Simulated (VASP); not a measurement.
# CdO (Fm-3m) in VASP: a series of runs, part 2 of 2

VASP 6.6.1. The steps go on from the part before.

## 3. Single point, PBE

This run uses another cell than the first one, of 9.36 Å³/atom.

INCAR

```
SYSTEM = CdO
  PREC = Accurate
  ENCUT = 700
  EDIFF = 1E-6
  ISMEAR = 0
  SIGMA = 0.1
  LREAL = .False.
  LASPH = .True.
  NELM = 120
  ALGO = Normal
  ISIF = 2
  LWAVE = .False.
  LCHARG = .True.
  GGA = PE
  LELF = .True.
  LVHAR = .True.
  NBANDS = 20
  GGA_COMPAT = .False.
```

KPOINTS

```
regular mesh
0
Gamma
  16 16 16
  0 0 0
```

POSCAR

```
CdO
1.0
    0.0000000000      2.1072032879      2.1072032879
    2.1072032879      0.0000000000      2.1072032879
    2.1072032879      2.1072032879      0.0000000000
Cd O
1 1
Direct
    0.0000000000      0.0000000000      0.0000000000
    0.5000000000      0.5000000000      0.5000000000
```

Potentials or basis: VASP PAW PBE potentials, release 64 (Cd_sv_GW, O).

Command:

```bash
> cat potpaw_PBE.64/Cd_sv_GW/POTCAR potpaw_PBE.64/O/POTCAR > POTCAR
> mpirun -np 1 vasp_std > vasp.out
```

OUTCAR:

```text
SYSTEM = CdO
   PREC = Accurate
   ENCUT = 700
   EDIFF = 1E-6
   ISMEAR = 0
   LREAL = .False.
   LASPH = .True.
   NELM = 120
   ISIF = 2
   GGA = PE

 ion  position               nearest neighbor table
   1  0.000  0.000  0.000-   2 2.11   2 2.11   2 2.11   2 2.11   2 2.11   2 2.11
   2  0.500  0.500  0.500-   1 2.11   1 2.11   1 2.11   1 2.11   1 2.11   1 2.11

  LATTYP: Found a face centered cubic cell.
 ALAT       =     4.2144065758

  Lattice vectors:

 A1 = (   0.0000000000,   2.1072032879,   2.1072032879)
 A2 = (   2.1072032879,   0.0000000000,   2.1072032879)
[... 739 lines left out ...]

  FORCE on cell =-STRESS in cart. coord.  units (eV):
  Direction    XX          YY          ZZ          XY          YZ          ZX
  --------------------------------------------------------------------------------------
  -------------------------------------------------------------------------------------
  Total       13.1450179     13.1450179     13.1450179     -0.0000000      0.0000000     -0.0000000
  in kB     1125.4403003   1125.4403003   1125.4403003     -0.0000000      0.0000000     -0.0000000
  external PRESSURE =    1125.4403003 kB  Pullay stress =       0.0000000 kB

 VOLUME and BASIS-vectors are now :
 -----------------------------------------------------------------------------
  energy-cutoff  :      700.00
  volume of cell :       18.71
      direct lattice vectors                 reciprocal lattice vectors
     0.000000000  2.107203288  2.107203288    -0.237281331  0.237281331  0.237281331
     2.107203288  0.000000000  2.107203288     0.237281331 -0.237281331  0.237281331
     2.107203288  2.107203288  0.000000000     0.237281331  0.237281331 -0.237281331

 POSITION                                       TOTAL-FORCE (eV/Angst)
 -----------------------------------------------------------------------------------
      0.00000      0.00000      0.00000        -0.000000      0.000000     -0.000000
      2.10720      2.10720      2.10720         0.000000     -0.000000      0.000000
 -----------------------------------------------------------------------------------
    total drift:                                0.000000      0.000000      0.000000

  FREE ENERGIE OF THE ION-ELECTRON SYSTEM (eV)
  ---------------------------------------------------
  free  energy   TOTEN  =        -5.7568288856 eV

  energy  without entropy=       -5.7568212975  energy(sigma->0) =       -5.75682509
```

stdout:

```text
POSCAR found type information on POSCAR CdO
 POSCAR found :  2 types and       2 ions
 scaLAPACK will be used
 LDA part: xc-table for (Slater+PW92), standard interpolation
 POSCAR, INCAR and KPOINTS ok, starting setup
 FFT: planning ... GRIDC
 FFT: planning ... GRID_SOFT
 FFT: planning ... GRID
 WAVECAR not read
 entering main loop
```

Run time: 85 s. Hardware: 1 thread of Intel Xeon Platinum 8259CL at 2.50GHz (Skylake/Cascade Lake), shared host; peak memory 0.24 GiB.

What came out:

| Property | Result |
| --- | --- |
| Free energy | -5.7568 eV |
| Pressure | 112.5 GPa |
| Band gap on the k mesh | 0.32 eV (least direct gap 3.50 eV) |

Caveat: the cell stands under pressure; semilocal functionals underestimate gaps, and a narrow one can read as zero.

## 4. Single point, PBE

This run uses another cell than the first one, of 12.13 Å³/atom.

INCAR

```
PREC = Accurate
ENCUT = 700
EDIFF = 1E-6
ISMEAR = 0
SIGMA = 0.1
LREAL = F
LASPH = T
NELM = 120
ALGO = Normal
ISIF = 2
LWAVE = F
LCHARG = T
GGA = PE
LELF = T
LVHAR = T
NBANDS = 20
GGA_COMPAT = F
```

KPOINTS

```
Automatic mesh
0
Gamma
  16 16 16
```

POSCAR

```
CdO
1.0
    0.0000000000      2.2979297605      2.2979297605
    2.2979297605      0.0000000000      2.2979297605
    2.2979297605      2.2979297605      0.0000000000
Cd O
1 1
Direct
    0.0000000000      0.0000000000      0.0000000000
    0.5000000000      0.5000000000      0.5000000000
```

Command:

```bash
> cat potpaw_PBE.64/Cd_sv_GW/POTCAR potpaw_PBE.64/O/POTCAR > POTCAR
> mpirun -np 1 vasp_std > vasp.out
```

Wall time 90 s (1 thread of Intel Xeon Platinum 8259CL at 2.50GHz (Skylake/Cascade Lake), shared host); peak memory 0.26 GiB.

It converged, with:

| Property | Result |
| --- | --- |
| Free energy | -7.6889 eV |
| Pressure | 17.8 GPa |
| Band gap on the k mesh | zero (bands 13 and 14 overlap by 0.28 eV) |

Levels at points of the mesh, in eV from the Fermi level:
| k point | band 10 | band 11 | band 12 | band 13 | band 14 | band 15 | band 16 | band 17 |
| --- | --- | --- | --- | --- | --- | --- | --- | --- |
| (0.00, 0.00, 0.00) | -6.62 | -1.76 | -1.76 | -1.76 | -0.39 | 14.42 | 17.38 | 17.38 |
| (0.50, 0.00, 0.00) | -6.33 | -4.08 | -0.11 | -0.11 | 4.34 | 7.68 | 12.08 | 12.08 |
| (0.50, 0.50, 0.00) | -5.75 | -4.94 | -2.79 | -2.79 | 4.08 | 8.68 | 11.36 | 13.76 |

Caveat: the cell stands under pressure; semilocal functionals underestimate gaps, and a narrow one can read as zero.

## 5. The runs side by side

```tsv
task	cell	gap on the mesh (eV)	pressure (GPa)
relaxation of cell and atoms	relaxed to 150 GPa from a = 2.922 Å, angles 60.0°, 2 atoms	0.48	150.0
single point	a = 2.980 Å, angles 60.0°, 2 atoms	0.32	112.5
single point	a = 3.250 Å, angles 60.0°, 2 atoms	none	17.8
```

Alike in all rows: level PBE; potentials or basis VASP PAW PBE potentials, release 64 (Cd_sv_GW, O); no spin polarisation; k mesh 16 × 16 × 16; cutoff (eV) 700; smearing gaussian 0.1 eV.

Caveats: semilocal functionals underestimate gaps, and a narrow one can read as zero; the cell stands under pressure (at least some runs); the cell is relaxed towards a set pressure, so the run minimises the enthalpy, not the energy (at least some runs).

Total energies depend on the potentials used, so only differences within one code and one set of settings carry meaning.
